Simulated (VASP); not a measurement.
# PbI2 (P-3m1) in VASP: a series of runs, part 2 of 2

VASP 6.6.1.

## Step 3: Single point, PBE-based global hybrid with 35 % exact exchange

POSCAR

```
PbI2
1.0
    4.5657260587      0.0000000000      0.0000000000
   -2.2828630293      3.9540347535      0.0000000000
    0.0000000000      0.0000000000      7.0410820790
Pb I
1 2
Direct
    0.0000000000      0.0000000000      0.0000000000
    0.3333333333      0.6666666667      0.2667794131
    0.6666666667      0.3333333333      0.7332205869
```

INCAR.step1

```
SYSTEM = PbI2
ALGO = Normal
EDIFF = 1E-5
ENCUT = 400
GGA = PE
GGA_COMPAT = .FALSE.
ISIF = 2
ISMEAR = 0
LASPH = .TRUE.
LREAL = .FALSE.
LWAVE = .TRUE.
NBANDS = 21
NELM = 120
PREC = Accurate
SIGMA = 0.01
```

INCAR.step2

```
SYSTEM = PbI2
AEXX = 0.35
ALGO = Normal
EDIFF = 1E-6
ENCUT = 400
GGA = PE
GGA_COMPAT = .FALSE.
ISIF = 2
ISMEAR = 0
ISTART = 1
LASPH = .TRUE.
LCHARG = .TRUE.
LELF = .TRUE.
LHFCALC = .TRUE.
LREAL = .FALSE.
LVHAR = .TRUE.
LWAVE = .FALSE.
NBANDS = 21
NELM = 120
PREC = Accurate
PRECFOCK = Normal
SIGMA = 0.01
```

KPOINTS

```
k-points
0
G
  6 6 2
  0 0 0
```

Potentials or basis: VASP PAW PBE potentials, release 64 (Pb_d, I).

Started as:

```console
> cat potpaw_PBE.64/Pb_d/POTCAR potpaw_PBE.64/I/POTCAR > POTCAR
> cp INCAR.step1 INCAR
> mpirun -np 1 vasp_std > vasp.out
> cp INCAR.step2 INCAR
> mpirun -np 1 vasp_std > vasp.out
```

OUTCAR:

```text
SYSTEM = PbI2
   AEXX = 0.35
   EDIFF = 1E-6
   ENCUT = 400
   GGA = PE
   ISIF = 2
   ISMEAR = 0
   ISTART = 1
   LASPH = .TRUE.
   LHFCALC = .TRUE.
   LREAL = .FALSE.
   NELM = 120
   PREC = Accurate
   PRECFOCK = Normal

 ion  position               nearest neighbor table
   1  0.000  0.000  0.000-   2 3.24   3 3.24   2 3.24   3 3.24   3 3.24   2 3.24
   2  0.333  0.667  0.267-   1 3.24   1 3.24   1 3.24
   3  0.667  0.333  0.733-   1 3.24   1 3.24   1 3.24

  LATTYP: Found a hexagonal cell.
 ALAT       =     4.5657260587
 C/A-ratio  =     1.5421604337

  Lattice vectors:

 A1 = (   4.5657260587,   0.0000000000,   0.0000000000)
 A2 = (  -2.2828630293,   3.9540347535,   0.0000000000)
 A3 = (   0.0000000000,   0.0000000000,   7.0410820790)

Analysis of symmetry for initial positions (statically):
=====================================================================
 Subroutine PRICEL returns:
 Original cell was already a primitive cell.

 Routine SETGRP: Setting up the symmetry group for a
 hexagonal supercell.

 Subroutine GETGRP returns: Found 12 space group operations
 (whereof 12 operations were pure point group operations)
 out of a pool of 24 trial point group operations.

The static configuration has the point symmetry D_3d.

Analysis of symmetry for dynamics (positions and initial velocities):
=====================================================================
 Subroutine PRICEL returns:
 Original cell was already a primitive cell.

 Routine SETGRP: Setting up the symmetry group for a
 hexagonal supercell.

 Subroutine GETGRP returns: Found 12 space group operations
 (whereof 12 operations were pure point group operations)
 out of a pool of 24 trial point group operations.

The dynamic configuration has the point symmetry D_3d.

 Subroutine INISYM returns: Found 12 space group operations
 (whereof 12 operations are pure point group operations),
 and found     1 'primitive' translations

----------------------------------------------------------------------------------------

                                     Primitive cell

  volume of cell :     127.1129

  direct lattice vectors                    reciprocal lattice vectors
     4.565726059  0.000000000  0.000000000     0.219023215  0.126453112  0.000000000
    -2.282863029  3.954034754  0.000000000     0.000000000  0.252906224  0.000000000
     0.000000000  0.000000000  7.041082079     0.000000000  0.000000000  0.142023625

  length of vectors
     4.565726059  4.565726059  7.041082079     0.252906224  0.252906224  0.142023625

  position of ions in fractional coordinates (direct lattice)
     0.000000000  0.000000000  0.000000000
     0.333333333  0.666666667  0.266779413
     0.666666667  0.333333333  0.733220587

  ion indices of the primitive-cell ions
   primitive index   ion index
                 1           1
                 2           2
                 3           3

----------------------------------------------------------------------------------------

 KPOINTS: k-points

[... 32 lines left out ...]
  0.166667 -0.000000  0.500000      6.000000
  0.333333 -0.000000  0.500000      6.000000
  0.500000 -0.000000  0.500000      3.000000
  0.166667  0.166667  0.500000      6.000000
  0.333333  0.166667  0.500000     12.000000
  0.333333  0.333333  0.500000      2.000000
   k-points           NKPTS =     14   k-points in BZ     NKDIM =     72   number of bands    NBANDS=     21
   number of dos      NEDOS =    301   number of ions     NIONS =      3
   total plane-waves  NPLWV =  43200
   dimension x,y,z NGX =    30 NGY =   30 NGZ =   48
   dimension x,y,z NGXF=    60 NGYF=   60 NGZF=   96
   ions per type =               1   2
   NGX,Y,Z   is equivalent  to a cutoff of  10.92, 10.92, 11.33 a.u.
   NGXF,Y,Z  is equivalent  to a cutoff of  21.85, 21.85, 22.67 a.u.
 SYSTEM =  PbI2
   PREC   = accura    normal or accurate (medium, high low for compatibility)
   ISTART =      1    job   : 0-new  1-cont  2-samecut
   ICHARG =      0    charge: 1-file 2-atom 10-const
   ISPIN  =      1    spin polarized calculation?
   LNONCOLLINEAR =      F non collinear calculations
   LSORBIT =      F    spin-orbit coupling
   LASPH  =      T    aspherical Exc in radial PAW
   ENCUT  =  400.0 eV  29.40 Ry    5.42 a.u.   7.45  7.45 11.48*2*pi/ulx,y,z
   NELM   =    120;   NELMIN=  2; NELMDL=  0     # of ELM steps
   EDIFF  = 0.1E-05   stopping-criterion for ELM
   LREAL  =      F    real-space projection
   EDIFFG = 0.1E-04   stopping-criterion for IOM
   NSW    =      0    number of steps for IOM
   IBRION =     -1    ionic relax: 0-MD 1-quasi-New 2-CG
   NFREE  =      0    steps in history (QN), initial steepest desc. (CG)
   ISIF   =      2    stress and relaxation
   ISYM   =      3    0-nonsym 1-usesym 2-fastsym
   POTIM  = 0.5000    time-step for ionic-motion
   TEBEG  =    0.0;   TEEND  =   0.0 temperature during run
   PSTRESS=    0.0 pullay stress
   NELECT =      28.0000    total number of electrons
   NUPDOWN=      -1.0000    fix difference up-down
   EMIN   =  10.00;   EMAX   =-10.00  energy-range for DOS
   EFERMI =   0.00;   METHOD = LEGACY
   ISMEAR =     0;   SIGMA  =   0.01  broadening in eV -4-tet -1-fermi 0-gaus
   EFERMI_NEDOS =   21; number of points for ismear=-14 and -15
   IALGO  =     38    algorithm
   IMIX   =      1    mixing-type and parameters
     AMIX     =   0.40;   BMIX     =  1.00
     AMIX_MAG =   1.60;   BMIX_MAG =  1.00
  volume/ion in A,a.u.               =      42.37       285.93
  Fermi-wavevector in a.u.,A,eV,Ry     =   0.988699  1.868371 13.300055  0.977526
  Thomas-Fermi vector in A             =   2.120245
   LORBIT       =      0    0 simple, 1 ext, 2 COOP (PROOUT), +10 PAW based schemes
   GGA     = PE    functional components
   LHFCALC =     T    Hartree Fock is set to
   PRECFOCK=normal    Normal, Fast or Accurate (Low or Medium for compatibility)
   ENCUT4O =  -1.0   cutoff for four orbital integrals eV
   NKREDX  =     1    reduce k-point grid by
   NKREDY  =     1    reduce k-point grid by
   NKREDZ  =     1    reduce k-point grid by
   AEXX    =    0.3500 exact exchange contribution
   HFSCREEN=    0.0000 screening length (either q_TF or 0.3 A-1)
   HFSCREENC=   0.0000 screening length for correlation (either q_TF or 0.3 A-1)
   ENCUTFOCK=  -1.0 apply spherical cutoff to Coloumb kernel
   IVDW    =     0    specifies the selected vdW correction
   LEPSILON=     F    determine dielectric tensor
   LRPA    =     F    only Hartree local field effects (RPA)
 non-spin polarized calculation
 Gauss-broadening in eV      SIGMA  =   0.01
  energy-cutoff  :      400.00
  volume of cell :      127.11
 maximum number of plane-waves:      2326
 NGX is ok and might be reduce to    30
  NGX = 24; NGY = 24; NGZ = 36

 number of electron      27.9999998 magnetization

 Free energy of the ion-electron system (eV)
  ---------------------------------------------------
  ext. energy  EPLUGINS =         0.00000000
  ---------------------------------------------------
  free energy    TOTEN  =       -12.71928399 eV

  energy without entropy =      -12.71928399  energy(sigma->0) =      -12.71928399

 E-fermi :   1.4104     XC(G=0):  -5.7274

 val. band max:        1.3629530156   @ k =   0.0000   0.0000   0.5000
 cond. band min:       5.5043505526   @ k =   0.0000   0.0000   0.5000
 fundamental gap:      4.1413975370
 Fermi energy:         1.4103621683

 k-point     1 :       0.0000    0.0000    0.0000
  band No.  band energies     occupation
      1     -17.2117      2.00000
      2     -17.2117      2.00000
      3     -17.1830      2.00000
      4     -17.1760      2.00000
      5     -17.1760      2.00000
      6     -12.5259      2.00000
[... 325 lines left out ...]
     20      11.2481      0.00000
     21      11.7380      0.00000

------------------------ aborting loop because EDIFF is reached ----------------------------------------

  FORCE on cell =-STRESS in cart. coord.  units (eV):
  Direction    XX          YY          ZZ          XY          YZ          ZX
  --------------------------------------------------------------------------------------
  -------------------------------------------------------------------------------------
  Total        0.3364278      0.3364278      0.2357329      0.0000000      0.0000000      0.0000000
  in kB        4.2404578      4.2404578      2.9712623      0.0000000      0.0000000      0.0000000
  external PRESSURE =       3.8173927 kB  Pullay stress =       0.0000000 kB

 VOLUME and BASIS-vectors are now :
 -----------------------------------------------------------------------------
  energy-cutoff  :      400.00
  volume of cell :      127.11
      direct lattice vectors                 reciprocal lattice vectors
     4.565726059  0.000000000  0.000000000     0.219023215  0.126453112  0.000000000
    -2.282863029  3.954034754  0.000000000     0.000000000  0.252906224  0.000000000
     0.000000000  0.000000000  7.041082079     0.000000000  0.000000000  0.142023625

 POSITION                                       TOTAL-FORCE (eV/Angst)
 -----------------------------------------------------------------------------------
      0.00000      0.00000      0.00000        -0.000000      0.000000      0.000000
     -0.00000      2.63602      1.87842        -0.000000     -0.000000     -0.114876
      2.28286      1.31801      5.16267         0.000000      0.000000      0.114876
 -----------------------------------------------------------------------------------
    total drift:                               -0.000001     -0.000001     -0.000001

  FREE ENERGIE OF THE ION-ELECTRON SYSTEM (eV)
  ---------------------------------------------------
  free  energy   TOTEN  =       -12.7192839940 eV

  energy  without entropy=      -12.7192839940  energy(sigma->0) =      -12.71928399
```

Run time: 42 min. Hardware: 1 thread of Intel Xeon Platinum 8375C at 2.90GHz (Ice Lake), shared host; peak memory 0.23 GiB.

What came out:

```yaml
Free_energy: -12.7193 eV
Pressure: 0.4 GPa
Largest_force: 0.115 eV/Å
Band_gap_on_the_k_mesh: 4.14 eV
```

Forces on the atoms (eV/Å):
```
Pb   0.000  0.000  0.000
I    0.000  0.000 -0.115
I    0.000  0.000  0.115
```

Stress tensor (GPa, compression positive):
```
0.42 0.00 0.00
0.00 0.42 0.00
0.00 0.00 0.30
```

Levels at points of the mesh, in eV from the valence-band top:
```csv
k point,band 11,band 12,band 13,band 14,band 15,band 16,band 17,band 18
"(0.00, 0.00, 0.00)",-1.26,-1.19,-1.19,-0.98,4.40,5.33,5.33,8.46
"(0.50, 0.00, 0.00)",-2.46,-1.92,-1.04,-0.51,4.79,5.65,6.77,7.03
"(0.00, 0.00, 0.50)",-1.44,-0.99,-0.99,0.00,4.14,5.12,5.12,8.47
"(0.50, 0.00, 0.50)",-2.08,-1.61,-1.44,-0.89,5.14,5.71,6.16,7.79
```

Caveat: the k points lie up to 0.45 Å⁻¹ apart; the PAW data sets were made with another functional, which shifts forces and pressure a little; spin-orbit coupling is left out, which moves the levels of the heavy elements. A k mesh can miss the band edges.
